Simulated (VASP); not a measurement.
Write the native input for VASP 6.6.1 that does the following.

```yaml
Task: single point
Functional: PBEsol
Potentials_or_basis: VASP PAW PBE potentials, release 64 (Pt, Se)
Cutoff: 520 eV
k_mesh: 5 × 5 × 4
Occupations: methfessel-paxton, width 0.05 eV
Spin: no spin polarisation
Dipole_correction: no
Further_INCAR_settings: ALGO = Normal; EDIFF = 1e-06; NBANDS = 18
```

The structure of PtSe2 (Sudovikovite) lies in POSCAR:

```
PtSe2
1.0
    3.7240000000      0.0000000000      0.0000000000
   -1.8620000000      3.2250790000      0.0000000000
    0.0000000000      0.0000000000      5.0620000000
Pt Se
1 2
Direct
    0.0000000000      0.0000000000      0.0000000000
    0.3333333333      0.6666666667      0.2500000000
    0.6666666667      0.3333333333      0.7500000000
```

One way to write it, as run:

INCAR

```
PREC     = Accurate       # precision mode
ENCUT    = 520            # plane-wave cutoff, eV
EDIFF    = 1E-6           # SCF threshold, eV
ISMEAR   = 1              # smearing method
SIGMA    = 0.05           # smearing width, eV
LREAL    = F              # projectors in reciprocal space
LASPH    = T              # aspherical terms in the spheres
NELM     = 100            # most SCF steps
ALGO     = Normal         # electronic algorithm
ISIF     = 2              # what is computed and relaxed
LWAVE    = F              # write WAVECAR
LCHARG   = T              # write CHGCAR
GGA      = PS             # functional
LELF     = T              # ELF
LVHAR    = T            
NBANDS   = 18             # bands
```

KPOINTS

```
Automatic mesh
0
Gamma
  5 5 4
```

Potentials or basis: VASP PAW PBE potentials, release 64 (Pt, Se).

Command:

```sh
$ cat potpaw_PBE.64/Pt/POTCAR potpaw_PBE.64/Se/POTCAR > POTCAR
$ mpirun -np 1 vasp_std > vasp.out
```

Results of the run:

```json
{
  "Pressure": "2.1 GPa",
  "Largest force": "0.238 eV/Å",
  "Band gap on the k mesh": "zero (band 11 reaches 6.82 eV, above the bottom of band 12 at 6.63 eV)"
}
```

Caveat: the k points lie up to 0.39 Å⁻¹ apart; the PAW data sets were made with another functional, which shifts forces and pressure a little; spin-orbit coupling is left out, which moves the levels of the heavy elements.

Wall time 13 s on 1 thread of Intel Xeon 6975P-C (shared host), peak memory 0.18 GiB.
